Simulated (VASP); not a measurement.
# Al (Fd-3m) in VASP: a series of runs

Al is run at these levels: PBE; tasks: single point.

All numbers are computed with VASP 6.6.1; they aren't measurements. Logs are shortened: lines on timing, memory, paths and dates and some standing lists are left out, and cuts for length are marked.

## 1. The cell of the first run

It takes space group Fd-3m (No. 227, cubic). Conventional cell: a = 6.047 Å, b = 6.047 Å, c = 6.047 Å, α = 90.00°, β = 90.00°, γ = 90.00°. Within 3.5 Å of Al (site symmetry -43m) lie 4 Al at 2.62 Å.

This isn't the form of Al at room conditions, which is fcc.

## 2. Single point, PBE

INCAR reads:

```
PREC = Accurate ; ENCUT = 520
EDIFF = 1E-6 ; ISMEAR = -1
SIGMA = 0.1 ; LREAL = F
LASPH = T ; NELM = 80
ALGO = Normal ; ISIF = 2
LWAVE = F ; LCHARG = F
GGA = PE ; NBANDS = 10
```

KPOINTS reads:

```
Automatic mesh
0
Gamma
  10 10 10
```

POSCAR reads:

```
Al
1.0
    0.0000000000      3.0236068398      3.0236068398
    3.0236068398      0.0000000000      3.0236068398
    3.0236068398      3.0236068398      0.0000000000
Al
2
Direct
    0.1250000000      0.1250000000      0.1250000000
    0.8750000000      0.8750000000      0.8750000000
```

Potentials or basis: VASP PAW PBE potentials, release 64 (Al).

Command:

```console
$ cat potpaw_PBE.64/Al/POTCAR > POTCAR
$ mpirun -np 1 vasp_std > vasp.out
```

OUTCAR:

```text
PREC = Accurate
   ENCUT = 520
   EDIFF = 1E-6
   ISMEAR = -1
   LREAL = F
   LASPH = T
   NELM = 80
   ISIF = 2
   GGA = PE

 ion  position               nearest neighbor table
   1  0.125  0.125  0.125-   2 2.62   2 2.62   2 2.62   2 2.62
   2  0.875  0.875  0.875-   1 2.62   1 2.62   1 2.62   1 2.62

  LATTYP: Found a face centered cubic cell.
 ALAT       =     6.0472136796

  Lattice vectors:

 A1 = (   0.0000000000,   3.0236068398,   3.0236068398)
 A2 = (   3.0236068398,   0.0000000000,   3.0236068398)
 A3 = (   3.0236068398,   3.0236068398,   0.0000000000)

Analysis of symmetry for initial positions (statically):
=====================================================================
 Subroutine PRICEL returns:
 Original cell was already a primitive cell.

 Routine SETGRP: Setting up the symmetry group for a
 face centered cubic supercell.

 Subroutine GETGRP returns: Found 48 space group operations
 (whereof 12 operations were pure point group operations)
 out of a pool of 48 trial point group operations.

The static configuration has the point symmetry D_3d.
 The point group associated with its full space group is O_h .

Analysis of symmetry for dynamics (positions and initial velocities):
=====================================================================
 Subroutine PRICEL returns:
 Original cell was already a primitive cell.

 Routine SETGRP: Setting up the symmetry group for a
 face centered cubic supercell.

 Subroutine GETGRP returns: Found 48 space group operations
 (whereof 12 operations were pure point group operations)
 out of a pool of 48 trial point group operations.

The dynamic configuration has the point symmetry D_3d.
 The point group associated with its full space group is O_h .

 Subroutine INISYM returns: Found 48 space group operations
 (whereof 12 operations are pure point group operations),
 and found     1 'primitive' translations

----------------------------------------------------------------------------------------

                                     Primitive cell

  volume of cell :      55.2848

  direct lattice vectors                    reciprocal lattice vectors
     0.000000000  3.023606840  3.023606840    -0.165365415  0.165365415  0.165365415
     3.023606840  0.000000000  3.023606840     0.165365415 -0.165365415  0.165365415
     3.023606840  3.023606840  0.000000000     0.165365415  0.165365415 -0.165365415

[... 82 lines left out ...]
   NELM   =     80;   NELMIN=  2; NELMDL= -5     # of ELM steps
   EDIFF  = 0.1E-05   stopping-criterion for ELM
   LREAL  =      F    real-space projection
   EDIFFG = 0.1E-04   stopping-criterion for IOM
   NSW    =      0    number of steps for IOM
   IBRION =     -1    ionic relax: 0-MD 1-quasi-New 2-CG
   NFREE  =      0    steps in history (QN), initial steepest desc. (CG)
   ISIF   =      2    stress and relaxation
   ISYM   =      2    0-nonsym 1-usesym 2-fastsym
   POTIM  = 0.5000    time-step for ionic-motion
   TEBEG  =    0.0;   TEEND  =   0.0 temperature during run
   PSTRESS=    0.0 pullay stress
   NELECT =       6.0000    total number of electrons
   NUPDOWN=      -1.0000    fix difference up-down
   EMIN   =  10.00;   EMAX   =-10.00  energy-range for DOS
   EFERMI =   0.00;   METHOD = LEGACY
   ISMEAR =    -1;   SIGMA  =   0.10  broadening in eV -4-tet -1-fermi 0-gaus
   EFERMI_NEDOS =   21; number of points for ismear=-14 and -15
   IALGO  =     38    algorithm
   IMIX   =      4    mixing-type and parameters
     AMIX     =   0.40;   BMIX     =  1.00
     AMIX_MAG =   1.60;   BMIX_MAG =  1.00
  volume/ion in A,a.u.               =      27.64       186.54
  Fermi-wavevector in a.u.,A,eV,Ry     =   0.780890  1.475668  8.296688  0.609789
  Thomas-Fermi vector in A             =   1.884295
   LORBIT       =      0    0 simple, 1 ext, 2 COOP (PROOUT), +10 PAW based schemes
   GGA     = PE    functional components
   LHFCALC =     F    Hartree Fock is set to
   AEXX    =    0.0000 exact exchange contribution
   IVDW    =     0    specifies the selected vdW correction
   LEPSILON=     F    determine dielectric tensor
   LRPA    =     F    only Hartree local field effects (RPA)
 non-spin polarized calculation
  energy-cutoff  :      520.00
  volume of cell :       55.28
 maximum number of plane-waves:      1524
   NGX = 15   NGY = 15   NGZ = 15

 number of electron       6.0000000 magnetization

 Free energy of the ion-electron system (eV)
  ---------------------------------------------------
  ext. energy  EPLUGINS =         0.00000000
  ---------------------------------------------------
  free energy    TOTEN  =        -6.02846143 eV

  energy without entropy =       -5.97881445  energy(sigma->0) =       -6.00363794

 E-fermi :   2.7828     XC(G=0):  -8.1320

 val. band max:        2.7539553311   @ k =   0.5000   0.3000   0.0000
 cond. band min:       2.7872055918   @ k =   0.2000   0.2000   0.0000
 fundamental gap:      0.0332502607
 Fermi energy:         2.7828040948

 k-point     1 :       0.0000    0.0000    0.0000
  band No.  band energies     occupation
      1      -5.0703      2.00000
      2       4.8788      0.00000
      3       4.8788      0.00000
      4       4.8788      0.00000
      5       6.7282      0.00000
      6       6.7282      0.00000
      7       6.7282      0.00000
      8       7.9459      0.00000
      9      10.5748      0.00000
     10      10.6572      0.00000
[... 287 lines left out ...]
 k-point    24 :       0.4000    0.3000    0.0000
  band No.  band energies     occupation
      1      -3.2496      2.00000
      2       0.4498      2.00000
      3       2.3305      1.97852
      4       2.7431      1.19598
      5       5.2544      0.00000
      6       6.1613      0.00000
      7      10.4834      0.00000
      8      10.4961      0.00000
      9      12.9977      0.00000
     10      13.8909      0.00000

 [... further k-points ...]
[... 5 lines left out ...]
  --------------------------------------------------------------------------------------
  -------------------------------------------------------------------------------------
  Total       -0.0036396     -0.0036396     -0.0036396      0.0000000      0.0000000     -0.0000000
  in kB       -0.1054784     -0.1054784     -0.1054784      0.0000000      0.0000000     -0.0000000
  external PRESSURE =      -0.1054784 kB  Pullay stress =       0.0000000 kB

 VOLUME and BASIS-vectors are now :
 -----------------------------------------------------------------------------
  energy-cutoff  :      520.00
  volume of cell :       55.28
      direct lattice vectors                 reciprocal lattice vectors
     0.000000000  3.023606840  3.023606840    -0.165365415  0.165365415  0.165365415
     3.023606840  0.000000000  3.023606840     0.165365415 -0.165365415  0.165365415
     3.023606840  3.023606840  0.000000000     0.165365415  0.165365415 -0.165365415

 POSITION                                       TOTAL-FORCE (eV/Angst)
 -----------------------------------------------------------------------------------
      0.75590      0.75590      0.75590        -0.000000     -0.000000     -0.000000
      5.29131      5.29131      5.29131         0.000000      0.000000      0.000000
 -----------------------------------------------------------------------------------
    total drift:                                0.000000      0.000000     -0.000000

  FREE ENERGIE OF THE ION-ELECTRON SYSTEM (eV)
  ---------------------------------------------------
  free  energy   TOTEN  =        -6.0284614283 eV

  energy  without entropy=       -5.9788144475  energy(sigma->0) =       -6.00363794
```

OSZICAR:

```text
N       E                     dE             d eps       ncg     rms          rms(c)
DAV:   1     0.342998516771E+00    0.34300E+00   -0.20309E+03   940   0.442E+02
DAV:   2    -0.587683046090E+01   -0.62198E+01   -0.60552E+01  1330   0.455E+01
DAV:   3    -0.601757488560E+01   -0.14074E+00   -0.13999E+00  1158   0.590E+00
DAV:   4    -0.601926181257E+01   -0.16869E-02   -0.16867E-02  1162   0.763E-01
DAV:   5    -0.601929673241E+01   -0.34920E-04   -0.34919E-04  1172   0.103E-01    0.153E+00
DAV:   6    -0.602525970970E+01   -0.59630E-02   -0.19921E-03  1072   0.240E-01    0.956E-01
DAV:   7    -0.602836599942E+01   -0.31063E-02   -0.55092E-03  1042   0.406E-01    0.873E-02
DAV:   8    -0.602843992676E+01   -0.73927E-04   -0.21417E-04  1070   0.665E-02    0.474E-02
DAV:   9    -0.602846104171E+01   -0.21115E-04   -0.32662E-05  1066   0.294E-02    0.840E-03
DAV:  10    -0.602846142828E+01   -0.38657E-06   -0.87098E-07  1020   0.609E-03
   1 F= -.60284614E+01 E0= -.60036379E+01  d E =-.496470E-01
```

stdout:

```text
POSCAR found type information on POSCAR Al
 POSCAR found :  1 types and       2 ions
 scaLAPACK will be used
 LDA part: xc-table for (Slater+PW92), standard interpolation
 POSCAR, INCAR and KPOINTS ok, starting setup
 FFT: planning ... GRIDC
 FFT: planning ... GRID_SOFT
 FFT: planning ... GRID
 WAVECAR not read
 entering main loop
```

Wall time 8.3 s (1 thread of Intel Xeon Platinum 8488C (Sapphire Rapids), shared host); peak memory 0.17 GiB.

What came out:

| Item | Value |
| --- | --- |
| Free energy | -6.0285 eV |
| Pressure | 0.0 GPa |
| Band gap on the k mesh | zero (bands 3 and 4 overlap by 3.40 eV) |

## 3. Single point, PBE (24.33 Å³/atom)

This run uses another cell than the first one, of 24.33 Å³/atom.

INCAR reads:

```
SYSTEM = Al
ALGO = Normal
EDIFF = 1E-6
ENCUT = 520
GGA = PE
ISIF = 2
ISMEAR = -1
LASPH = .TRUE.
LCHARG = .FALSE.
LREAL = .FALSE.
LWAVE = .FALSE.
NBANDS = 10
NELM = 100
PREC = Accurate
SIGMA = 0.1
```

KPOINTS reads:

```
k-points
0
G
  15 15 15
  0 0 0
```

POSCAR reads:

```
Al
1.0
    0.0000000000      2.8974739704      2.8974739704
    2.8974739704      0.0000000000      2.8974739704
    2.8974739704      2.8974739704      0.0000000000
Al
2
Direct
    0.1250000000      0.1250000000      0.1250000000
    0.8750000000      0.8750000000      0.8750000000
```

Potentials or basis: VASP PAW PBE potentials, release 64 (Al).

Command:

```console
$ cat potpaw_PBE.64/Al/POTCAR > POTCAR
$ mpirun -np 1 vasp_std > vasp.out
```

Wall time 24 s (1 thread of Intel Xeon Platinum 8488C (Sapphire Rapids), shared host); peak memory 0.19 GiB.

The run converged. Its results:

- Free energy: -5.9092 eV
- Pressure: 6.2 GPa
- Band gap on the k mesh: zero (bands 3 and 4 overlap by 3.70 eV)

Levels at points of the mesh, in eV from the Fermi level:
```csv
k point,band 1,band 2,band 3,band 4,band 5,band 6,band 7,band 8
"(0.00, 0.00, 0.00)",-8.41,2.34,2.34,2.34,4.20,4.20,4.20,6.53
```

Caveat: the cell stands under pressure.
